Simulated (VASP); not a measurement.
Runs of VASP 6.6.1 on TiAl3. The structure is that of space group P4mm (No. 99), or close to it. The cells are those of the table. 

```tsv
task	spin	cell	k mesh	cutoff (eV)	gap on the mesh (eV)	pressure (GPa)	largest force (eV/Å)
single point	off	a = 3.736, b = 3.736, c = 4.703 Å, 4 atoms	6 × 6 × 4	520	none	(a)	(b)
relaxation of cell and atoms	off	relaxed from a = 3.736, b = 3.736, c = 4.703 Å, 4 atoms	6 × 6 × 4	600	none	0.1	0.02
single point	off	a = 3.941, b = 3.941, c = 6.387 Å, 4 atoms	12 × 12 × 8	520	none	0.0	0.01
single point	collinear, ferromagnetic start	a = 3.931, b = 3.931, c = 6.392 Å, 4 atoms	4 × 4 × 4	520	none	0.3	0.08
single point	off	a = 3.931, b = 3.931, c = 6.392 Å, 4 atoms	6 × 6 × 4	520	none	0.1	0.02
```

Alike in all rows: level PBE; potentials or basis VASP PAW PBE potentials, release 64 (Ti_sv, Al); smearing gaussian 0.1 eV.

**Question.** Fill in the values left out.

**Answer.** (a) 63.5; (b) 7.02.

Caveats: some runs use coarse meshes; forces of over 1 eV/Å act on the atoms, so gaps and moduli don't describe the material at rest (some runs).

A gap of «none» marks levels without a gap at the run's occupations.
